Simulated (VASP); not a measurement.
A run of VASP 6.6.1 is set up as follows.

Contents of INCAR:

```
SYSTEM = CsMoPb4
ALGO = Normal
EDIFF = 1E-6
EDIFFG = -0.04
ENCUT = 600
GGA = PE
IBRION = 2
ISIF = 3
ISMEAR = 0
LASPH = .TRUE.
LCHARG = .FALSE.
LREAL = .FALSE.
LWAVE = .FALSE.
NELM = 100
NSW = 90
PREC = Accurate
SIGMA = 0.1
```

Contents of KPOINTS:

```
k-points
0
G
  6 6 1
  0 0 0
```

Contents of POSCAR:

```
CsMoPb4
1.0
    3.9914028400      0.0000000000      0.0000000000
   -1.9957014200      3.4566562500      0.0000000000
    0.0000000000      0.0000000000     15.1096425800
Cs Mo Pb
1 1 4
Direct
    0.0000000000      0.0000000000      0.0000000000
    0.0000000000      0.0000000000      0.5000000000
    0.3333333300      0.6666666700      0.8780300000
    0.3333333300      0.6666666700      0.3713200100
    0.6666666700      0.3333333300      0.6286799900
    0.6666666700      0.3333333300      0.1219700000
```

Potentials or basis: VASP PAW PBE potentials, release 64 (Cs_sv, Mo_sv, Pb_d).

Run with:

```bash
$ cat potpaw_PBE.64/Cs_sv/POTCAR potpaw_PBE.64/Mo_sv/POTCAR potpaw_PBE.64/Pb_d/POTCAR > POTCAR
$ mpirun -np 1 vasp_std > vasp.out
```

Task: Estimate the space group after relaxing (to 0.1 Å).

Result: P-3m1 (No. 164).

Task: Predict the relaxed cell.

Result: a = 3.528 Å, b = 3.528 Å, c = 16.755 Å, α = 90.00°, β = 90.00°, γ = 120.00°.

Task: Estimate the band gap on the k mesh.

Result: Zero (an odd number of electrons rules out a gap without spin polarisation).

Task: Predict the relaxed volume.

Result: 30.10 Å³/atom.

Step by step:
```
step  energy change (eV)  largest force (eV/Å)  pressure (GPa)  volume (Å³)
   1              0.0000                4.1511            4.25       208.47
   2             -1.6341                2.1942           -2.18       237.33
   3             -1.8458                1.6091           -3.76       252.01
   4             -3.4062                1.3870           -3.43       230.88
   5             -4.3937                2.5696           10.96       169.45
   6             -5.1058                0.9457           -0.84       201.00
   7             -5.2423                1.2089            3.21       185.23
   8             -5.2852                0.8848            1.66       190.06
   9             -5.4694                0.3362           -0.45       196.58
  10             -5.4754                0.2378           -0.84       198.33
  11             -5.5260                0.3274           -0.07       192.46
  12             -5.5460                0.4025            0.90       186.72
  13             -5.5759                0.3503            0.79       185.85
  14             -5.6540                0.1695            0.64       183.21
  15             -5.7342                0.4122            0.79       177.81
  16             -5.7848                0.6302            0.37       178.32
  17             -5.7850                0.6393            0.36       178.34
  18             -5.8410                0.4606            0.14       179.34
  19             -5.8977                0.1316           -0.14       181.81
  20             -5.8977                0.1383           -0.15       181.74
  21             -5.9006                0.1172           -0.04       181.16
  22             -5.9028                0.1184            0.27       179.99
  23             -5.9047                0.0922            0.15       180.39
  24             -5.9057                0.0549           -0.06       180.98
  25             -5.9068                0.0522           -0.09       180.90
  26             -5.9085                0.0407           -0.13       180.66
  27             -5.9085                0.0382           -0.13       180.60
```

Caveat: the k points lie up to 0.37 Å⁻¹ apart in the final cell, too coarse for converged energies and pressures of a metal; spin-orbit coupling is left out, which moves the levels of the heavy elements.
